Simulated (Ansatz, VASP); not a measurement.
Al2O3: VASP beside Ansatz

File INCAR:

```
SYSTEM = Al2O3
  PREC = Accurate
  ENCUT = 520
  EDIFF = 1E-7
  ISMEAR = 0
  SIGMA = 0.01
  LREAL = .FALSE.
  LASPH = .TRUE.
  NELM = 100
  ALGO = Normal
  ISIF = 2
  LWAVE = .FALSE.
  LCHARG = .FALSE.
  GGA = PS
  NBANDS = 20
```

The input KPOINTS:

```
regular mesh
0
G
  12 12 4
  0 0 0
```

The input POSCAR:

```
Al2O3
1.0
    2.8843250000      0.0000000000      0.0000000000
   -1.4421620000      2.4978990000      0.0000000000
    0.0000000000      0.0000000000      9.3367540000
Al O
2 3
Direct
    0.0000000000      0.0000000000      0.1499920000
    0.0000000000      0.0000000000      0.8500080000
    0.3333333333      0.6666666667      0.2223170000
    0.6666666667      0.3333333333      0.0000000000
    0.3333333333      0.6666666667      0.7776830000
```

Input for Ansatz:

```yaml
crystal:
  lattice:
    - [2.884325, 0.0, 0.0]
    - [-1.442162, 2.497899, 0.0]
    - [0.0, 0.0, 9.336754]
  atoms:
    - { symbol: Al, position: [0.0, 0.0, 0.149992] }
    - { symbol: Al, position: [0.0, 0.0, 0.850008] }
    - { symbol: O, position: [0.3333333333333333, 0.6666666666666666, 0.222317] }
    - { symbol: O, position: [0.6666666666666666, 0.3333333333333333, 0.0] }
    - { symbol: O, position: [0.3333333333333333, 0.6666666666666666, 0.777683] }
kpoints:
  mp_grid:
    grid: [12, 12, 4]
hamiltonian:
  xc: pbesol
scf:
  occupations:
    method: fixed
output:
  eigenvalues: true
```

Alike in both runs: task single point; functional PBEsol; k mesh 12 × 12 × 4; no spin polarisation.

```csv
,VASP,Ansatz
version,VASP 6.6.1,Ansatz 0.2.0
potentials or method,"VASP PAW PBE potentials, release 64 (Al, O)","plane waves, PAW"
plane-wave cutoff (eV),520,420
occupations,"gaussian, width 0.01 eV",fixed
valence electrons in the cell,24,24
```

```tsv
	VASP	Ansatz	Ansatz less VASP
gap on the k mesh at the Fermi level (eV)	4.74	4.76	+0.014
```

VASP's potentials were made for PBE, not for PBEsol.
